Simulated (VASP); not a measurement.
Input of a VASP 6.6.1 run:

Contents of POSCAR:

```
Rh
1.0
    2.6106414186      0.0000000000      0.0000000000
    0.0000000000      2.6106414186      0.0000000000
    0.0000000000      0.0000000000      2.6106414186
Rh
1
Direct
    0.0000000000      0.0000000000      0.0000000000
```

INCAR.step1

```
  ALGO = Normal
  EDIFF = 1E-5
  ENCUT = 550
  GGA = PE
  GGA_COMPAT = False
  ISMEAR = -1
  LASPH = True
  LCHARG = False
  LREAL = False
  LWAVE = True
  NBANDS = 14
  NELM = 120
  PREC = Accurate
  SIGMA = 0.1
```

File INCAR.step2:

```
  ALGO = Normal
  EDIFF = 1E-6
  ENCUT = 550
  GGA_COMPAT = False
  ISIF = 2
  ISMEAR = -1
  ISTART = 1
  LASPH = True
  LCHARG = False
  LMIXTAU = True
  LREAL = False
  LWAVE = False
  METAGGA = R2SCAN
  NBANDS = 14
  NELM = 120
  PREC = Accurate
  SIGMA = 0.1
```

KPOINTS

```
k-points
0
Gamma
  14 14 14
```

Potentials or basis: VASP PAW PBE potentials, release 64 (Rh_pv).

Run with:

```console
$ cat potpaw_PBE.64/Rh_pv/POTCAR > POTCAR
$ cp INCAR.step1 INCAR
$ mpirun -np 1 vasp_std > vasp.out
$ cp INCAR.step2 INCAR
$ mpirun -np 1 vasp_std > vasp.out
```

Q: What does it give for the pressure?

A: -16.7 GPa.

Q: Predict the band gap on the k mesh.

A: Zero (an odd number of electrons rules out a gap without spin polarisation).

Caveat: the cell stands under tension; the PAW data sets were made with another functional, which shifts forces and pressure a little.
